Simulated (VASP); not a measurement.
Here is a VASP 6.6.1 calculation.

File INCAR:

```
ALGO = Fast
EDIFF = 1E-6
EDIFFG = -0.002
ENCUT = 600
IBRION = 2
ISIF = 3
ISMEAR = 0
LASPH = True
LCHARG = False
LREAL = False
LWAVE = False
NELM = 60
NSW = 100
PREC = Accurate
SIGMA = 0.1
```

Contents of KPOINTS:

```
k-points
0
Gamma
  16 16 16
```

The input POSCAR:

```
Ag
1.0
    0.0000000000      2.0046159256      2.0046159256
    2.0046159256      0.0000000000      2.0046159256
    2.0046159256      2.0046159256      0.0000000000
Ag
1
Direct
    0.0000000000      0.0000000000      0.0000000000
```

Potentials or basis: VASP PAW LDA potentials, release 64 (Ag).

Run with:

```bash
$ cat potpaw_LDA.64/Ag/POTCAR > POTCAR
$ mpirun -np 1 vasp_std > vasp.out
```

Task: Estimate the space group after relaxing (to 0.05 Å).

Result: Fm-3m (No. 225).

Task: What does it give for the relaxed cell?

Result: a = 2.830 Å, b = 2.830 Å, c = 2.830 Å, α = 60.00°, β = 60.00°, γ = 60.00°.

Task: What does it give for the relaxed volume?

Result: 16.03 Å³/atom.

Final structure:
```
CELL_PARAMETERS angstrom
0.00000 2.00130 2.00130
2.00130 0.00000 2.00130
2.00130 2.00130 0.00000
ATOMIC_POSITIONS crystal
Ag 0.00000 0.00000 0.00000
```

LDA usually gives volumes a few per cent too small. Zero-point motion and thermal expansion aren't in these numbers.
